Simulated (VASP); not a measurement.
# HfS2 (P-3m1) in VASP: a series of runs

The runs below take HfS2 through relaxation of shape and atoms at fixed volume, relaxation of cell and atoms, with PBEsol+D3(BJ).

All numbers are computed with VASP 6.6.1; they aren't measurements. Logs are shortened: lines on timing, memory, paths and dates and some standing lists are left out, and cuts for length are marked.

**1. The cell of the first run**

Symmetry: P-3m1, No. 164, trigonal system. The conventional cell has a = 3.458 Å, b = 3.458 Å, c = 5.342 Å, α = 90.00°, β = 90.00°, γ = 120.00°. Within 3.3 Å of Hf (site symmetry -3m) lie 6 S at 2.47 Å. S (site symmetry 3m) has 3 Hf at 2.47 Å and 3 S at 3.14 Å within 3.3 Å.

**2. Relaxation of shape and atoms at fixed volume, PBEsol+D3(BJ) (18.44 Å³/atom)**

Contents of INCAR:

```
SYSTEM = HfS2
ALGO = Normal
EDIFF = 1E-7
EDIFFG = -0.01
ENCUT = 500
GGA = PS
GGA_COMPAT = .False.
IBRION = 2
ISIF = 4
ISMEAR = 0
IVDW = 12
LASPH = .True.
LCHARG = .False.
LREAL = .False.
LWAVE = .False.
NELM = 120
NELMIN = 4
NSW = 50
PREC = Accurate
SIGMA = 0.02
```

Contents of KPOINTS:

```
k-points
0
Gamma
  12 12 6
  0 0 0
```

Contents of POSCAR:

```
HfS2
1.0
    3.4578096799      0.0000000000      0.0000000000
   -1.7289048399      2.9945510242      0.0000000000
    0.0000000000      0.0000000000      5.3420893308
Hf S
1 2
Direct
    0.0000000000      0.0000000000      0.0000000000
    0.6666666667      0.3333333333      0.7274132882
    0.3333333333      0.6666666667      0.2725867118
```

Potentials or basis: VASP PAW PBE potentials, release 64 (Hf_pv, S).

Launch:

```console
> cat potpaw_PBE.64/Hf_pv/POTCAR potpaw_PBE.64/S/POTCAR > POTCAR
> mpirun -np 1 vasp_std > vasp.out
```

OUTCAR:

```text
SYSTEM = HfS2
   EDIFF = 1E-7
   EDIFFG = -0.01
   ENCUT = 500
   GGA = PS
   IBRION = 2
   ISIF = 4
   ISMEAR = 0
   IVDW = 12
   LASPH = .True.
   LREAL = .False.
   NELM = 120
   NELMIN = 4
   NSW = 50
   PREC = Accurate
 IVDW          = 12

 ion  position               nearest neighbor table
   1  0.000  0.000  0.000-   2 2.47   3 2.47   3 2.47   2 2.47   2 2.47   3 2.47
   2  0.667  0.333  0.727-   1 2.47   1 2.47   1 2.47
   3  0.333  0.667  0.273-   1 2.47   1 2.47   1 2.47

  LATTYP: Found a hexagonal cell.
 ALAT       =     3.4578096799
 C/A-ratio  =     1.5449344601

  Lattice vectors:

 A1 = (   3.4578096799,   0.0000000000,   0.0000000000)
 A2 = (  -1.7289048399,   2.9945510242,   0.0000000000)
 A3 = (   0.0000000000,   0.0000000000,   5.3420893308)

Analysis of symmetry for initial positions (statically):
=====================================================================
 Subroutine PRICEL returns:
 Original cell was already a primitive cell.

 Routine SETGRP: Setting up the symmetry group for a
 hexagonal supercell.

 Subroutine GETGRP returns: Found 12 space group operations
 (whereof 12 operations were pure point group operations)
 out of a pool of 24 trial point group operations.

The static configuration has the point symmetry D_3d.

Analysis of symmetry for dynamics (positions and initial velocities):
=====================================================================
 Subroutine PRICEL returns:
 Original cell was already a primitive cell.

 Routine SETGRP: Setting up the symmetry group for a
 hexagonal supercell.

 Subroutine GETGRP returns: Found 12 space group operations
 (whereof 12 operations were pure point group operations)
 out of a pool of 24 trial point group operations.

The dynamic configuration has the point symmetry D_3d.

 Subroutine INISYM returns: Found 12 space group operations
 (whereof 12 operations are pure point group operations),
 and found     1 'primitive' translations

----------------------------------------------------------------------------------------

                                     Primitive cell

  volume of cell :      55.3151

  direct lattice vectors                    reciprocal lattice vectors
     3.457809680  0.000000000  0.000000000     0.289200417  0.166969938  0.000000000
    -1.728904840  2.994551024  0.000000000     0.000000000  0.333939877  0.000000000
     0.000000000  0.000000000  5.342089331     0.000000000  0.000000000  0.187192677

  length of vectors
     3.457809680  3.457809680  5.342089331     0.333939877  0.333939877  0.187192677

  position of ions in fractional coordinates (direct lattice)
     0.000000000  0.000000000  0.000000000
     0.666666667  0.333333333  0.727413288
     0.333333333  0.666666667  0.272586712

  ion indices of the primitive-cell ions
   primitive index   ion index
                 1           1
                 2           2
                 3           3

----------------------------------------------------------------------------------------

 KPOINTS: k-points

Automatic generation of k-mesh.
 Grid dimensions read from file:
 generate k-points for:   12   12    6

 Generating k-lattice:

  Cartesian coordinates                     Fractional coordinates (reciprocal lattice)
     0.024100035  0.013914162  0.000000000     0.083333333  0.000000000  0.000000000
     0.000000000  0.027828323  0.000000000     0.000000000  0.083333333  0.000000000
     0.000000000  0.000000000  0.031198779     0.000000000  0.000000000  0.166666667

  Length of vectors
     0.027828323  0.027828323  0.031198779

  Shift w.r.t. Gamma in fractional coordinates (k-lattice)
     0.000000000  0.000000000  0.000000000

 Subroutine IBZKPT returns following result:
 ===========================================

 Found    100 irreducible k-points:

 Following reciprocal coordinates:
            Coordinates               Weight
  0.000000  0.000000  0.000000      1.000000
  0.083333  0.000000  0.000000      6.000000
  0.166667  0.000000  0.000000      6.000000
  0.250000  0.000000  0.000000      6.000000
  0.333333  0.000000  0.000000      6.000000
  0.416667  0.000000  0.000000      6.000000
[... 16 lines left out ...]
  0.166667  0.000000  0.166667      6.000000
  0.000000  0.166667  0.166667      6.000000
 [... further k-points ...]
   k-points           NKPTS =    100   k-points in BZ     NKDIM =    100   number of bands    NBANDS=     15
   number of dos      NEDOS =    301   number of ions     NIONS =      3
   total plane-waves  NPLWV =  31360
   dimension x,y,z NGX =    28 NGY =   28 NGZ =   40
   dimension x,y,z NGXF=    56 NGYF=   56 NGZF=   80
   ions per type =               1   2
   NGX,Y,Z   is equivalent  to a cutoff of  13.46, 13.46, 12.45 a.u.
   NGXF,Y,Z  is equivalent  to a cutoff of  26.92, 26.92, 24.90 a.u.
 SYSTEM =  HfS2
   PREC   = accura    normal or accurate (medium, high low for compatibility)
   ISTART =      0    job   : 0-new  1-cont  2-samecut
   ICHARG =      2    charge: 1-file 2-atom 10-const
   ISPIN  =      1    spin polarized calculation?
   LNONCOLLINEAR =      F non collinear calculations
   LSORBIT =      F    spin-orbit coupling
   LASPH  =      T    aspherical Exc in radial PAW
   ENCUT  =  500.0 eV  36.75 Ry    6.06 a.u.   6.30  6.30  9.74*2*pi/ulx,y,z
   NELM   =    120;   NELMIN=  4; NELMDL= -5     # of ELM steps
   EDIFF  = 0.1E-06   stopping-criterion for ELM
   LREAL  =      F    real-space projection
   EDIFFG = -.1E-01   stopping-criterion for IOM
   NSW    =     50    number of steps for IOM
   IBRION =      2    ionic relax: 0-MD 1-quasi-New 2-CG
   NFREE  =      1    steps in history (QN), initial steepest desc. (CG)
   ISIF   =      4    stress and relaxation
   ISYM   =      2    0-nonsym 1-usesym 2-fastsym
   POTIM  = 0.5000    time-step for ionic-motion
   TEBEG  =    0.0;   TEEND  =   0.0 temperature during run
   PSTRESS=    0.0 pullay stress
   NELECT =      22.0000    total number of electrons
   NUPDOWN=      -1.0000    fix difference up-down
   EMIN   =  10.00;   EMAX   =-10.00  energy-range for DOS
   EFERMI =   0.00;   METHOD = LEGACY
   ISMEAR =     0;   SIGMA  =   0.02  broadening in eV -4-tet -1-fermi 0-gaus
   EFERMI_NEDOS =   21; number of points for ismear=-14 and -15
   IALGO  =     38    algorithm
   IMIX   =      4    mixing-type and parameters
     AMIX     =   0.40;   BMIX     =  1.00
     AMIX_MAG =   1.60;   BMIX_MAG =  1.00
  volume/ion in A,a.u.               =      18.44       124.43
  Fermi-wavevector in a.u.,A,eV,Ry     =   1.203930  2.275097 19.720915  1.449446
  Thomas-Fermi vector in A             =   2.339669
   LORBIT       =      0    0 simple, 1 ext, 2 COOP (PROOUT), +10 PAW based schemes
   GGA     = PS    functional components
   LHFCALC =     F    Hartree Fock is set to
   AEXX    =    0.0000 exact exchange contribution
   IVDW    =    12    specifies the selected vdW correction
   LEPSILON=     F    determine dielectric tensor
   LRPA    =     F    only Hartree local field effects (RPA)
 conjugate gradient relaxation of ions
 non-spin polarized calculation
 Gauss-broadening in eV      SIGMA  =   0.02
  energy-cutoff  :      500.00
  volume of cell :       55.32
 maximum number of plane-waves:      1423
 NGX is ok and might be reduce to    28
   NGX = 13   NGY = 13   NGZ = 19

--------------------------------------- Ionic step        1  -------------------------------------------

 number of electron      22.0000000 magnetization

 Free energy of the ion-electron system (eV)
  ---------------------------------------------------
  ext. energy  EPLUGINS =         0.00000000
  ---------------------------------------------------
  free energy    TOTEN  =       -23.83201279 eV

  energy without entropy =      -23.83198101  energy(sigma->0) =      -23.83199690

------------------------ aborting loop because EDIFF is reached ----------------------------------------

 Edisp (eV)   -1.11349

 E8    (eV) :    -0.7357

  FORCE on cell =-STRESS in cart. coord.  units (eV):
  Direction    XX          YY          ZZ          XY          YZ          ZX
  --------------------------------------------------------------------------------------
  -------------------------------------------------------------------------------------
  Total       2.59597     2.59597     2.60595     0.00000     0.00000     0.00000
  in kB      75.19105    75.19105    75.48006     0.00000     0.00000     0.00000
  external pressure =       75.29 kB  Pullay stress =        0.00 kB

 VOLUME and BASIS-vectors are now :
 -----------------------------------------------------------------------------
  energy-cutoff  :      500.00
  volume of cell :       55.32
      direct lattice vectors                 reciprocal lattice vectors
     3.457809680  0.000000000  0.000000000     0.289200417  0.166969938  0.000000000
    -1.728904840  2.994551024  0.000000000     0.000000000  0.333939877  0.000000000
     0.000000000  0.000000000  5.342089331     0.000000000  0.000000000  0.187192677
[... 124 lines left out ...]
 POSITION                                       TOTAL-FORCE (eV/Angst)
 -----------------------------------------------------------------------------------
      3.46124      0.00000      0.00000         0.000000     -0.000000     -0.000000
      1.73062      0.99917      3.85514        -0.000000      0.000000     -0.000472
     -0.00000      1.99835      1.47637         0.000000     -0.000000      0.000472
 -----------------------------------------------------------------------------------
    total drift:                                0.000000     -0.000000     -0.000000

  FREE ENERGIE OF THE ION-ELECTRON SYSTEM (eV)
  ---------------------------------------------------
  free  energy   TOTEN  =       -24.9540629911 eV

  energy  without entropy=      -24.9540272822  energy(sigma->0) =      -24.95404514

--------------------------------------- Ionic step        5  -------------------------------------------

 number of electron      22.0000000 magnetization

 Free energy of the ion-electron system (eV)
  ---------------------------------------------------
  ext. energy  EPLUGINS =         0.00000000
  ---------------------------------------------------
  free energy    TOTEN  =       -23.84031941 eV

  energy without entropy =      -23.84028370  energy(sigma->0) =      -23.84030155

 E-fermi :   5.7528     XC(G=0): -10.8922

 val. band max:        5.6744804485   @ k =   0.0833   0.0000   0.0000
 cond. band min:       5.7588731282   @ k =   0.5000   0.0000   0.5000
 fundamental gap:      0.0843926796
 Fermi energy:         5.7527817222

 k-point     1 :       0.0000    0.0000    0.0000
  band No.  band energies     occupation
      1     -25.2175      2.00000
      2     -25.0473      2.00000
      3     -25.0473      2.00000
      4      -8.8006      2.00000
      5      -6.2105      2.00000
      6      -0.7777      2.00000
      7       2.3172      2.00000
      8       2.3172      2.00000
      9       5.3312      2.00000
     10       5.3312      2.00000
     11       5.8239      0.00000
     12       7.2258      0.00000
     13       7.2258      0.00000
     14       7.4927      0.00000
     15      10.2027      0.00000
[... 397 lines left out ...]
 k-point    24 :       0.0000    0.1667    0.1667
  band No.  band energies     occupation
      1     -25.2007      2.00000
      2     -25.1319      2.00000
      3     -25.0660      2.00000
      4      -8.3192      2.00000
      5      -6.4713      2.00000
      6      -0.0948      2.00000
      7       2.1632      2.00000
      8       2.4047      2.00000
      9       2.9937      2.00000
     10       4.7294      2.00000
     11       5.1924      2.00000
     12       6.8860      0.00000
     13       8.0042      0.00000
     14       8.4585      0.00000
     15      10.1423      0.00000

 [... further k-points ...]

------------------------ aborting loop because EDIFF is reached ----------------------------------------

 Edisp (eV)   -1.11376

 E8    (eV) :    -0.7360

  FORCE on cell =-STRESS in cart. coord.  units (eV):
  Direction    XX          YY          ZZ          XY          YZ          ZX
  --------------------------------------------------------------------------------------
  -------------------------------------------------------------------------------------
  Total       1.97582     1.97582     1.98186     0.00000     0.00000     0.00000
  in kB      57.22865    57.22865    57.40354     0.00000     0.00000     0.00000
  external pressure =       57.29 kB  Pullay stress =        0.00 kB

 VOLUME and BASIS-vectors are now :
 -----------------------------------------------------------------------------
  energy-cutoff  :      500.00
  volume of cell :       55.32
      direct lattice vectors                 reciprocal lattice vectors
     3.462752381  0.000000000  0.000000000     0.288787615  0.166731607  0.000000000
    -1.731376190  2.998831529 -0.000000000    -0.000000000  0.333463214  0.000000000
     0.000000000 -0.000000000  5.326849716    -0.000000000  0.000000000  0.187728217

 POSITION                                       TOTAL-FORCE (eV/Angst)
 -----------------------------------------------------------------------------------
     -0.00000      0.00000      0.00000        -0.000000      0.000000      0.000000
      1.73138      0.99961      3.85153        -0.000000      0.000000     -0.000179
     -0.00000      1.99922      1.47532         0.000000     -0.000000      0.000179
 -----------------------------------------------------------------------------------
    total drift:                                0.000000      0.000000      0.000000

  FREE ENERGIE OF THE ION-ELECTRON SYSTEM (eV)
  ---------------------------------------------------
  free  energy   TOTEN  =       -24.9540817791 eV

  energy  without entropy=      -24.9540460701  energy(sigma->0) =      -24.95406392

 reached required accuracy - stopping structural energy minimisation
```

Run time: 2.8 min. Hardware: 1 thread of AMD EPYC 7R13 (Zen 3), shared host; peak memory 0.21 GiB.

Results:

```yaml
Free_energy: -24.9541 eV
Energy_gained_by_relaxing: 2.9 meV/atom
Ionic_steps: 5
Pressure_after_relaxing: 5.7 GPa
Band_gap_on_the_k_mesh: zero (bands 11 and 12 overlap by 0.07 eV)
Dispersion_energy_per_atom: -0.371 eV
```

The path:
| step | energy change (eV) | largest force (eV/Å) | pressure (GPa) | volume (Å³) |
| --- | --- | --- | --- | --- |
| 1 | 0.0000 | 0.3686 | 7.53 | 55.32 |
| 2 | -0.0079 | 0.0784 | 6.14 | 55.32 |
| 3 | -0.0083 | 0.0001 | 5.78 | 55.32 |
| 4 | -0.0086 | 0.0005 | 5.74 | 55.32 |
| 5 | -0.0086 | 0.0002 | 5.73 | 55.32 |

Final structure:
```xyz
3
Lattice="3.4628 0.0000 0.0000 -1.7314 2.9988 0.0000 0.0000 0.0000 5.3268" Properties=species:S:1:pos:R:3 pbc="T T T"
Hf    0.0000    0.0000    0.0000
S     1.7314    0.9996    3.8515
S     0.0000    1.9992    1.4753
```

Caveat: the PAW data sets were made with another functional, which shifts forces and pressure a little; spin-orbit coupling is left out, which moves the levels of the heavy elements.

**3. Relaxation of shape and atoms at fixed volume, PBEsol+D3(BJ) (19.05 Å³/atom)**

This run uses another cell than the first one, of 19.05 Å³/atom.

Contents of INCAR:

```
PREC     = Accurate       # precision mode
ENCUT    = 500            # plane-wave cutoff, eV
EDIFF    = 1E-7           # SCF threshold, eV
ISMEAR   = 0              # smearing method
SIGMA    = 0.02           # smearing width, eV
LREAL    = False          # projectors in reciprocal space
LASPH    = True           # aspherical terms in the spheres
NELM     = 120            # most SCF steps
ALGO     = Normal         # electronic algorithm
ISIF     = 4              # what is computed and relaxed
LWAVE    = False          # write WAVECAR
LCHARG   = False          # write CHGCAR
GGA      = PS             # functional
IVDW     = 12             # dispersion correction
IBRION   = 2              # ionic algorithm
NSW      = 50             # ionic steps
EDIFFG   = -0.01          # ionic threshold
GGA_COMPAT= False        
NELMIN   = 4
```

Contents of KPOINTS:

```
Automatic mesh
0
Gamma
  12 12 6
```

Contents of POSCAR:

```
HfS2
1.0
    3.4881114563      0.0000000000      0.0000000000
   -1.7440557281      3.0207931324      0.0000000000
    0.0000000000      0.0000000000      5.4227436150
Hf S
1 2
Direct
    0.0000000000      0.0000000000      0.0000000000
    0.6666666667      0.3333333333      0.7326345955
    0.3333333333      0.6666666667      0.2673654045
```

Potentials or basis: VASP PAW PBE potentials, release 64 (Hf_pv, S).

Launch:

```console
> cat potpaw_PBE.64/Hf_pv/POTCAR potpaw_PBE.64/S/POTCAR > POTCAR
> mpirun -np 1 vasp_std > vasp.out
```

Wall time 3 min (1 thread of AMD EPYC 7R13 (Zen 3), shared host); peak memory 0.22 GiB.

Results (log left out):

| Item | Value |
| --- | --- |
| Free energy | -25.0058 eV |
| Energy gained by relaxing | 2.8 meV/atom |
| Ionic steps | 5 |
| Pressure after relaxing | 3.3 GPa |
| Band gap on the k mesh | 0.13 eV (least direct gap 1.26 eV) |
| Dispersion energy per atom | -0.359 eV |

Step by step:
| step | energy change (eV) | largest force (eV/Å) | pressure (GPa) | volume (Å³) |
| --- | --- | --- | --- | --- |
| 1 | 0.0000 | 0.3542 | 5.09 | 57.14 |
| 2 | -0.0075 | 0.0890 | 3.82 | 57.14 |
| 3 | -0.0080 | 0.0007 | 3.40 | 57.14 |
| 4 | -0.0084 | 0.0004 | 3.34 | 57.14 |
| 5 | -0.0084 | 0.0004 | 3.31 | 57.14 |

Final structure:
```
CELL_PARAMETERS angstrom
3.49421 0.00000 0.00000
-1.74710 3.02607 0.00000
0.00000 0.00000 5.40385
ATOMIC_POSITIONS crystal
Hf 0.00000 0.00000 0.00000
S 0.66667 0.33333 0.72819
S 0.33333 0.66667 0.27181
```

Levels at points of the mesh, in eV from the valence-band top:
| k point | band 7 | band 8 | band 9 | band 10 | band 11 | band 12 | band 13 | band 14 | band 15 |
| --- | --- | --- | --- | --- | --- | --- | --- | --- | --- |
| (0.00, 0.00, 0.00) | -3.38 | -3.38 | -0.43 | -0.43 | 0.00 | 1.48 | 1.48 | 1.83 | 4.58 |
| (0.50, 0.00, 0.00) | -3.60 | -3.52 | -3.03 | -2.99 | -2.09 | 0.30 | 3.95 | 4.16 | 5.80 |
| (0.00, 0.00, 0.50) | -3.26 | -3.26 | -3.08 | -0.83 | -0.83 | 1.36 | 1.36 | 2.29 | 5.66 |
| (0.50, 0.00, 0.50) | -4.82 | -3.48 | -3.19 | -1.34 | -1.13 | 0.13 | 3.92 | 4.20 | 4.75 |

Caveat: semilocal functionals underestimate gaps, and a narrow one can read as zero; the PAW data sets were made with another functional, which shifts forces and pressure a little; spin-orbit coupling is left out, which moves the levels of the heavy elements. A k mesh can miss the band edges.

(Part 1 of 2 ends here.)

The gap in the log of VASP goes by the Fermi energy; the results here count the filled bands.